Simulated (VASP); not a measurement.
# HfB (Immm) in VASP: notebook

Runs on HfB. Level: PBE. Tasks: single point, relaxation of cell and atoms.

Everything below comes from runs of VASP 6.6.1. Logs are shortened: lines on timing, memory, paths and dates and some standing lists are left out, and cuts for length are marked.

## (1) The cell of the first run

It takes space group Immm (No. 71, orthorhombic). The conventional cell has a = 3.524 Å, b = 5.458 Å, c = 6.163 Å, α = 90.00°, β = 90.00°, γ = 90.00°. Hf (site symmetry mm2) has 6 B at 2.46 to 2.47 Å and 6 Hf at 3.07 to 3.25 Å within 3.3 Å. Within 2.2 Å of B (site symmetry m2m) lie 1 B at 1.63 Å.

The cell was built from a structure type or drawn by symmetry, and may not be a known phase.

## (2) Single point, PBE

INCAR reads:

```
ALGO     = Normal         # electronic algorithm
EDIFF    = 1E-7           # SCF threshold, eV
ENCUT    = 520            # plane-wave cutoff, eV
GGA      = PE             # functional
ISIF     = 2              # what is computed and relaxed
ISMEAR   = 0              # smearing method
LASPH    = T              # aspherical terms in the spheres
LCHARG   = T              # write CHGCAR
LELF     = T              # ELF
LREAL    = F              # projectors in reciprocal space
LVHAR    = T            
LWAVE    = F              # write WAVECAR
NBANDS   = 21             # bands
NELM     = 100            # most SCF steps
PREC     = Accurate       # precision mode
SIGMA    = 0.1            # smearing width, eV
```

KPOINTS reads:

```
k-points
0
Gamma
  6 6 6
```

POSCAR reads:

```
HfB
1.0
   -1.7619471550      2.7290089909      3.0816380294
    1.7619471550     -2.7290089909      3.0816380294
    1.7619471550      2.7290089909     -3.0816380294
Hf B
2 2
Direct
    0.7488279845      0.2488279845      0.5000000000
    0.2511720155      0.7511720155      0.5000000000
    0.6496599551      0.5000000000      0.1496599551
    0.3503400449      0.5000000000      0.8503400449
```

Potentials or basis: VASP PAW PBE potentials, release 64 (Hf_pv, B).

Started as:

```bash
cat potpaw_PBE.64/Hf_pv/POTCAR potpaw_PBE.64/B/POTCAR > POTCAR
mpirun -np 1 vasp_std > vasp.out
```

OUTCAR:

```text
EDIFF = 1E-7
   ENCUT = 520
   GGA = PE
   ISIF = 2
   ISMEAR = 0
   LASPH = T
   LREAL = F
   NELM = 100
   PREC = Accurate

 ion  position               nearest neighbor table
   1  0.749  0.249  0.500-   4 2.46   3 2.46   3 2.47   3 2.47   4 2.47   4 2.47   2 3.07   2 3.10
                             2 3.25   2 3.25   2 3.25   2 3.25
   2  0.251  0.751  0.500-   3 2.46   4 2.46   4 2.47   4 2.47   3 2.47   3 2.47   1 3.07   1 3.10
                             1 3.25   1 3.25   1 3.25   1 3.25
   3  0.650  0.500  0.150-   4 1.63   2 2.46   1 2.46   1 2.47   1 2.47   2 2.47   2 2.47
   4  0.350  0.500  0.850-   3 1.63   1 2.46   2 2.46   2 2.47   2 2.47   1 2.47   1 2.47

  LATTYP: Found a body centered orthorhombic cell.
 ALAT       =     3.5238943100
 B/A-ratio  =     1.5488597278
 C/A-ratio  =     1.7489957180

  Lattice vectors:

 A1 = (  -1.7619471550,   2.7290089909,   3.0816380294)
 A2 = (   1.7619471550,  -2.7290089909,   3.0816380294)
 A3 = (   1.7619471550,   2.7290089909,  -3.0816380294)

Analysis of symmetry for initial positions (statically):
=====================================================================
 Subroutine PRICEL returns:
 Original cell was already a primitive cell.

 Routine SETGRP: Setting up the symmetry group for a
 body centered orthorhombic supercell.

 Subroutine GETGRP returns: Found  8 space group operations
 (whereof  8 operations were pure point group operations)
 out of a pool of  8 trial point group operations.

The static configuration has the point symmetry D_2h.

Analysis of symmetry for dynamics (positions and initial velocities):
=====================================================================
 Subroutine PRICEL returns:
 Original cell was already a primitive cell.

 Routine SETGRP: Setting up the symmetry group for a
 body centered orthorhombic supercell.

 Subroutine GETGRP returns: Found  8 space group operations
 (whereof  8 operations were pure point group operations)
 out of a pool of  8 trial point group operations.

The dynamic configuration has the point symmetry D_2h.

 Subroutine INISYM returns: Found  8 space group operations
 (whereof  8 operations are pure point group operations),
 and found     1 'primitive' translations

----------------------------------------------------------------------------------------

                                     Primitive cell

  volume of cell :      59.2706

  direct lattice vectors                    reciprocal lattice vectors
    -1.761947155  2.729008991  3.081638029     0.000000000  0.183216692  0.162251373
     1.761947155 -2.729008991  3.081638029     0.283776956  0.000000000  0.162251373
     1.761947155  2.729008991 -3.081638029     0.283776956  0.183216692  0.000000000

  length of vectors
     4.477548525  4.477548525  4.477548525     0.244732230  0.326886630  0.337783536

  position of ions in fractional coordinates (direct lattice)
     0.748827984  0.248827984  0.500000000
     0.251172016  0.751172016  0.500000000
     0.649659955  0.500000000  0.149659955
     0.350340045  0.500000000  0.850340045

  ion indices of the primitive-cell ions
   primitive index   ion index
                 1           1
                 2           2
                 3           3
                 4           4

----------------------------------------------------------------------------------------

 KPOINTS: k-points

Automatic generation of k-mesh.
 Grid dimensions read from file:
 generate k-points for:    6    6    6

 Generating k-lattice:

  Cartesian coordinates                     Fractional coordinates (reciprocal lattice)
     0.000000000  0.030536115  0.027041895     0.166666667  0.000000000  0.000000000
     0.047296159  0.000000000  0.027041895     0.000000000  0.166666667 -0.000000000
     0.047296159  0.030536115  0.000000000     0.000000000 -0.000000000  0.166666667

  Length of vectors
     0.040788705  0.054481105  0.056297256

  Shift w.r.t. Gamma in fractional coordinates (k-lattice)
     0.000000000  0.000000000  0.000000000

[... 43 lines left out ...]
   LEPSILON=     F    determine dielectric tensor
   LRPA    =     F    only Hartree local field effects (RPA)
 non-spin polarized calculation
 Gauss-broadening in eV      SIGMA  =   0.10
  energy-cutoff  :      520.00
  volume of cell :       59.27
 maximum number of plane-waves:      1623
 NGX is ok and might be reduce to    36
   NGX = 17   NGY = 17   NGZ = 17

 number of electron      25.9999999 magnetization

 Free energy of the ion-electron system (eV)
  ---------------------------------------------------
  ext. energy  EPLUGINS =         0.00000000
  ---------------------------------------------------
  free energy    TOTEN  =       -34.91022472 eV

  energy without entropy =      -34.90269513  energy(sigma->0) =      -34.90645992

 E-fermi :   4.5696     XC(G=0): -11.3130

 val. band max:        4.5620325156   @ k =   0.1667  -0.1667   0.1667
 cond. band min:       4.6077082543   @ k =   0.5000   0.5000   0.3333
 fundamental gap:      0.0456757387
 Fermi energy:         4.5695996801

 k-point     1 :       0.0000    0.0000    0.0000
  band No.  band energies     occupation
      1     -25.7215      2.00000
      2     -25.6216      2.00000
      3     -25.4479      2.00000
      4     -25.3630      2.00000
      5     -25.2242      2.00000
      6     -25.2193      2.00000
[... 13 lines left out ...]
     20      11.5277      0.00000
     21      11.7430      0.00000

 k-point     2 :       0.1667    0.0000    0.0000
  band No.  band energies     occupation
      1     -25.6925      2.00000
      2     -25.5978      2.00000
      3     -25.4433      2.00000
      4     -25.3694      2.00000
      5     -25.2624      2.00000
      6     -25.2490      2.00000
[... 13 lines left out ...]
     20      10.8049      0.00000
     21      12.1958      0.00000

 k-point     3 :       0.3333   -0.0000    0.0000
  band No.  band energies     occupation
      1     -25.6115      2.00000
      2     -25.5298      2.00000
      3     -25.4304      2.00000
      4     -25.3858      2.00000
      5     -25.3627      2.00000
      6     -25.3276      2.00000
[... 13 lines left out ...]
     20      10.7285      0.00000
     21      12.6629      0.00000
[... 457 lines left out ...]
 k-point    23 :      -0.1667    0.1667    0.1667
  band No.  band energies     occupation
      1     -25.7286      2.00000
      2     -25.5362      2.00000
      3     -25.5326      2.00000
      4     -25.4980      2.00000
      5     -25.3317      2.00000
      6     -25.1961      2.00000
[... 13 lines left out ...]
     20      10.9749      0.00000
     21      12.9835      0.00000

 k-point    24 :       0.1667    0.3333    0.1667
  band No.  band energies     occupation
      1     -25.6764      2.00000
      2     -25.6601      2.00000
      3     -25.4858      2.00000
      4     -25.4522      2.00000
      5     -25.3238      2.00000
      6     -25.3173      2.00000
[... 13 lines left out ...]
     20      10.8571      0.00000
     21      11.5442      0.00000

 [... further k-points ...]
[... 5 lines left out ...]
  --------------------------------------------------------------------------------------
  -------------------------------------------------------------------------------------
  Total       -0.1793694     -0.0061146     -0.0919025      0.0000000      0.0000000      0.0000000
  in kB       -4.8486338     -0.1652869     -2.4842691      0.0000000      0.0000000      0.0000000
  external PRESSURE =      -2.4993966 kB  Pullay stress =       0.0000000 kB

 VOLUME and BASIS-vectors are now :
 -----------------------------------------------------------------------------
  energy-cutoff  :      520.00
  volume of cell :       59.27
      direct lattice vectors                 reciprocal lattice vectors
    -1.761947155  2.729008991  3.081638029     0.000000000  0.183216692  0.162251373
     1.761947155 -2.729008991  3.081638029     0.283776956  0.000000000  0.162251373
     1.761947155  2.729008991 -3.081638029     0.283776956  0.183216692  0.000000000

 POSITION                                       TOTAL-FORCE (eV/Angst)
 -----------------------------------------------------------------------------------
      0.00000      2.72901      1.53360        -0.000000      0.000000     -0.022028
      1.76195      0.00000      1.54804         0.000000      0.000000      0.022028
      0.00000      0.81685      3.08164         0.000000      0.012324     -0.000000
      1.76195      1.91216      0.00000        -0.000000     -0.012324     -0.000000
 -----------------------------------------------------------------------------------
    total drift:                               -0.000000      0.000000     -0.000000

  FREE ENERGIE OF THE ION-ELECTRON SYSTEM (eV)
  ---------------------------------------------------
  free  energy   TOTEN  =       -34.9102247155 eV

  energy  without entropy=      -34.9026951323  energy(sigma->0) =      -34.90645992
```

Wall time 58 s (1 thread of Intel Xeon Platinum 8259CL at 2.50GHz (Skylake/Cascade Lake), shared host); peak memory 0.22 GiB.

What came out:

| Quantity | Value |
| --- | --- |
| Free energy | -34.9102 eV |
| Pressure | -0.2 GPa |
| Largest force | 0.022 eV/Å |
| Band gap on the k mesh | zero (bands 13 and 14 overlap by 1.21 eV) |

Forces on the atoms (eV/Å):
```
Hf   0.000  0.000 -0.022
Hf   0.000  0.000  0.022
B    0.000  0.012  0.000
B    0.000 -0.012  0.000
```

Levels at points of the mesh, in eV from the Fermi level:
| k point | band 9 | band 10 | band 11 | band 12 | band 13 | band 14 | band 15 | band 16 | band 17 | band 18 |
| --- | --- | --- | --- | --- | --- | --- | --- | --- | --- | --- |
| (0.00, 0.00, 0.00) | -3.32 | -3.23 | -2.52 | -1.04 | -0.71 | 1.14 | 2.73 | 5.12 | 5.16 | 5.66 |
| (0.50, 0.00, 0.00) | -3.30 | -2.32 | -1.79 | -0.60 | 0.57 | 0.90 | 0.98 | 1.81 | 2.96 | 3.19 |
| (0.00, 0.50, 0.00) | -4.15 | -2.40 | -2.35 | -1.67 | -0.02 | 0.31 | 1.35 | 1.66 | 4.58 | 4.79 |
| (0.50, 0.50, 0.00) | -2.48 | -2.43 | -2.19 | -1.94 | -1.22 | -0.18 | 3.34 | 3.66 | 4.66 | 5.00 |
| (0.50, 0.50, 0.50) | -3.94 | -3.17 | -1.24 | -0.99 | 0.76 | 1.35 | 2.19 | 2.78 | 3.27 | 3.97 |

Caveat: spin-orbit coupling is left out, which moves the levels of the heavy elements.

## (3) Single point, PBE

This run uses another cell than the first one, of 15.76 Å³/atom.

INCAR reads:

```
SYSTEM = HfB
ALGO = Normal
EDIFF = 1E-6
ENCUT = 520
GGA = PE
ISIF = 2
ISMEAR = 0
LASPH = .TRUE.
LCHARG = .TRUE.
LELF = .TRUE.
LREAL = .FALSE.
LVHAR = .TRUE.
LWAVE = .FALSE.
NBANDS = 21
NELM = 100
PREC = Accurate
SIGMA = 0.1
```

KPOINTS reads:

```
k-points
0
G
  6 6 6
  0 0 0
```

POSCAR reads:

```
HfB
1.0
   -2.1087794400      2.5470830200      2.9338250600
    2.1087794400     -2.5470830200      2.9338250600
    2.1087794400      2.5470830200     -2.9338250600
Hf B
2 2
Direct
    0.7602997200      0.2602997200      0.5000000000
    0.2397002800      0.7397002800      0.5000000000
    0.7193950700      0.5000000000      0.2193950700
    0.2806049300      0.5000000000      0.7806049300
```

Potentials or basis: VASP PAW PBE potentials, release 64 (Hf_pv, B).

Started as:

```bash
cat potpaw_PBE.64/Hf_pv/POTCAR potpaw_PBE.64/B/POTCAR > POTCAR
mpirun -np 1 vasp_std > vasp.out
```

Wall time 56 s (1 thread of Intel Xeon Platinum 8259CL at 2.50GHz (Skylake/Cascade Lake), shared host); peak memory 0.23 GiB.

Results (log left out):

```yaml
Free_energy: -29.8634 eV
Pressure: 19.8 GPa
Largest_force: 8.000 eV/Å
Band_gap_on_the_k_mesh: zero (bands 13 and 14 overlap by 1.63 eV)
```

Forces on the atoms (eV/Å):
```
Hf   0.000  0.000 -7.790
Hf   0.000  0.000  7.790
B    0.000 -8.000  0.000
B    0.000  8.000  0.000
```

Stress tensor (GPa, compression positive):
```
-20.03   0.00   0.00
  0.00  34.34   0.00
  0.00   0.00  45.10
```

Levels at points of the mesh, in eV from the Fermi level:
| k point | band 11 | band 12 | band 13 | band 14 | band 15 | band 16 |
| --- | --- | --- | --- | --- | --- | --- |
| (0.00, 0.00, 0.00) | -2.36 | -2.17 | 0.65 | 1.01 | 3.15 | 5.28 |
| (0.50, 0.00, 0.00) | -1.88 | -1.13 | -1.04 | 0.16 | 0.75 | 1.46 |
| (0.00, 0.50, 0.00) | -1.72 | -1.66 | 0.00 | 1.12 | 1.62 | 1.84 |
| (0.50, 0.50, 0.00) | -1.65 | -1.23 | -1.17 | -0.88 | 2.99 | 3.12 |
| (0.50, 0.50, 0.50) | -0.85 | -0.69 | 0.30 | 0.60 | 0.60 | 1.36 |

Caveat: the cell stands under pressure; spin-orbit coupling is left out, which moves the levels of the heavy elements; forces of over 1 eV/Å act on the atoms, so gaps and moduli don't describe the material at rest.

## (4) Relaxation of cell and atoms, PBE

This run uses another cell than the first one, of 15.76 Å³/atom.

INCAR reads:

```
SYSTEM = HfB
PREC = Accurate
ENCUT = 600
EDIFF = 1E-7
ISMEAR = 0
SIGMA = 0.1
LREAL = .False.
LASPH = .True.
NELM = 100
ALGO = Normal
ISIF = 3
LWAVE = .False.
LCHARG = .False.
GGA = PE
IBRION = 2
NSW = 90
EDIFFG = -0.04
```

KPOINTS reads:

```
regular mesh
0
Gamma
  6 6 6
  0 0 0
```

POSCAR is that of step 3.

Started as:

```bash
cat potpaw_PBE.64/Hf_pv/POTCAR potpaw_PBE.64/B/POTCAR > POTCAR
mpirun -np 1 vasp_std > vasp.out
```

It took 7.7 min on 1 thread of Intel Xeon Platinum 8259CL at 2.50GHz (Skylake/Cascade Lake), shared host; peak memory 0.25 GiB.

It converged, with:

```
Free energy                           : -34.9123 eV
Relaxed volume                        : 14.78 Å³/atom
Relaxed cell                          : a = 4.477 Å, b = 4.477 Å, c = 4.477 Å, α = 133.84°, β = 104.88°, γ = 92.90°
Space group after relaxing (to 0.1 Å) : Immm (No. 71)
Energy gained by relaxing             : 1261.6 meV/atom
Ionic steps                           : 14
Pressure after relaxing               : 0.1 GPa
Largest force after relaxing          : 0.014 eV/Å
Band gap on the k mesh                : zero (bands 13 and 14 overlap by 1.18 eV)
```

Forces in eV/Å, atoms in the order of the input:
```
Hf   0.000  0.000  0.014
Hf   0.000  0.000 -0.014
B    0.000  0.006  0.000
B    0.000 -0.006  0.000
```

Stress tensor (GPa, compression positive):
```
 0.39  0.00  0.00
 0.00  0.06  0.00
 0.00  0.00 -0.09
```

Step by step:
```csv
step,energy change (eV),largest force (eV/Å),pressure (GPa),volume (Å³)
1,0.0000,7.9981,19.80,63.03
2,-2.2794,2.0990,-16.57,80.53
3,-3.5362,1.8120,-18.20,71.71
4,-3.5536,1.9224,-17.68,71.25
5,-3.5603,2.2264,-16.19,70.21
6,-4.6081,2.4264,9.73,57.26
7,-4.6688,1.9310,2.95,59.32
8,-4.9468,0.8280,1.11,59.45
9,-4.9696,1.0659,0.56,59.49
10,-5.0005,0.7653,-3.12,59.92
11,-5.0363,0.0939,-1.75,59.75
12,-5.0436,0.0767,1.40,58.60
13,-5.0449,0.0815,0.50,58.92
14,-5.0466,0.0139,0.12,59.10
```

Final structure:
```
Hf B
1.0
    -1.75521    2.72923    3.08447
     1.75521   -2.72923    3.08447
     1.75521    2.72923   -3.08447
Hf B
2 2
Cartesian
  0.0000 2.7292 1.5341
  1.7552 0.0000 1.5503
  0.0000 0.8173 3.0845
  1.7552 1.9119 0.0000
```

Levels at points of the mesh, in eV from the Fermi level:
| k point | band 11 | band 12 | band 13 | band 14 | band 15 | band 16 |
| --- | --- | --- | --- | --- | --- | --- |
| (0.00, 0.00, 0.00) | -2.49 | -1.04 | -0.68 | 1.14 | 2.73 | 5.10 |
| (0.50, 0.00, 0.00) | -1.77 | -0.61 | 0.56 | 0.93 | 0.98 | 1.81 |
| (0.00, 0.50, 0.00) | -2.35 | -1.68 | -0.03 | 0.30 | 1.36 | 1.67 |
| (0.50, 0.50, 0.00) | -2.20 | -1.94 | -1.21 | -0.17 | 3.34 | 3.67 |
| (0.50, 0.50, 0.50) | -1.21 | -0.98 | 0.73 | 1.37 | 2.22 | 2.76 |

Caveat: spin-orbit coupling is left out, which moves the levels of the heavy elements.

## (5) Single point, PBE

INCAR reads:

```
ALGO     = Normal         # electronic algorithm
EDIFF    = 1E-7           # SCF threshold, eV
ENCUT    = 520            # plane-wave cutoff, eV
GGA      = PE             # functional
ISIF     = 2              # what is computed and relaxed
ISMEAR   = 0              # smearing method
LASPH    = True           # aspherical terms in the spheres
LCHARG   = False          # write CHGCAR
LREAL    = False          # projectors in reciprocal space
LWAVE    = False          # write WAVECAR
NBANDS   = 21             # bands
NELM     = 100            # most SCF steps
PREC     = Accurate       # precision mode
SIGMA    = 0.1            # smearing width, eV
```

KPOINTS reads:

```
k-points
0
Gamma
  16 16 16
```

POSCAR reads:

```
HfB
1.0
   -1.7633842862      2.7321519096      3.0775081202
    1.7633842862     -2.7321519096      3.0775081202
    1.7633842862      2.7321519096     -3.0775081202
Hf B
2 2
Direct
    0.7486075267      0.2486075267      0.5000000000
    0.2513924733      0.7513924733      0.5000000000
    0.6497102869      0.5000000000      0.1497102869
    0.3502897131      0.5000000000      0.8502897131
```

Started as:

```bash
cat potpaw_PBE.64/Hf_pv/POTCAR potpaw_PBE.64/B/POTCAR > POTCAR
mpirun -np 1 vasp_std > vasp.out
```

It took 11 min on 1 thread of Intel Xeon Platinum 8259CL at 2.50GHz (Skylake/Cascade Lake), shared host; peak memory 0.75 GiB.

It converged, with:

```
Free energy            : -34.9024 eV
Pressure               : -0.3 GPa
Largest force          : 0.014 eV/Å
Band gap on the k mesh : zero (bands 13 and 14 overlap by 1.32 eV)
```

Forces in eV/Å, atoms in the order of the input:
```
Hf   0.000  0.000 -0.014
Hf   0.000  0.000  0.014
B    0.000  0.009  0.000
B    0.000 -0.009  0.000
```

Stress tensor (GPa, compression positive):
```
-0.36  0.00  0.00
 0.00 -0.26  0.00
 0.00  0.00 -0.34
```

Levels at points of the mesh, in eV from the Fermi level:
| k point | band 10 | band 11 | band 12 | band 13 | band 14 | band 15 | band 16 | band 17 |
| --- | --- | --- | --- | --- | --- | --- | --- | --- |
| (0.00, 0.00, 0.00) | -3.22 | -2.51 | -1.03 | -0.71 | 1.15 | 2.74 | 5.17 | 5.17 |
| (0.50, 0.00, 0.00) | -2.31 | -1.79 | -0.57 | 0.58 | 0.89 | 0.99 | 1.82 | 2.96 |
| (0.00, 0.50, 0.00) | -2.39 | -2.32 | -1.67 | -0.01 | 0.31 | 1.37 | 1.69 | 4.57 |
| (0.50, 0.50, 0.00) | -2.43 | -2.16 | -1.92 | -1.22 | -0.17 | 3.36 | 3.65 | 4.65 |
| (0.50, 0.50, 0.50) | -3.17 | -1.24 | -0.97 | 0.79 | 1.37 | 2.18 | 2.79 | 3.27 |

Caveat: spin-orbit coupling is left out, which moves the levels of the heavy elements.

## (6) Summary

| task | cell | k mesh | cutoff (eV) | gap on the mesh (eV) | pressure (GPa) | largest force (eV/Å) |
| --- | --- | --- | --- | --- | --- | --- |
| single point | a = 4.478 Å, angles 133.7, 104.9, 93.0°, 4 atoms, atomic positions A | 6 × 6 × 6 | 520 | none | -0.2 | 0.02 |
| single point | a = 4.421 Å, angles 123.0, 109.6, 96.8°, 4 atoms, atomic positions B | 6 × 6 × 6 | 520 | none | 19.8 | 8.00 |
| relaxation of cell and atoms | relaxed from a = 4.421 Å, angles 123.0, 109.6, 96.8°, 4 atoms, atomic positions B | 6 × 6 × 6 | 600 | none | 0.1 | 0.01 |
| single point | a = 4.477 Å, angles 133.6, 104.8, 93.2°, 4 atoms, atomic positions A | 16 × 16 × 16 | 520 | none | -0.3 | 0.01 |

Alike in all rows: level PBE; potentials or basis VASP PAW PBE potentials, release 64 (Hf_pv, B); no spin polarisation; smearing gaussian 0.1 eV.

Caveats: spin-orbit coupling is left out, which moves the levels of the heavy elements; the cell stands under pressure (at least some runs); forces of over 1 eV/Å act on the atoms, so gaps and moduli don't describe the material at rest (at least some runs).

Absolute energies hang on the potentials; compare differences alone.
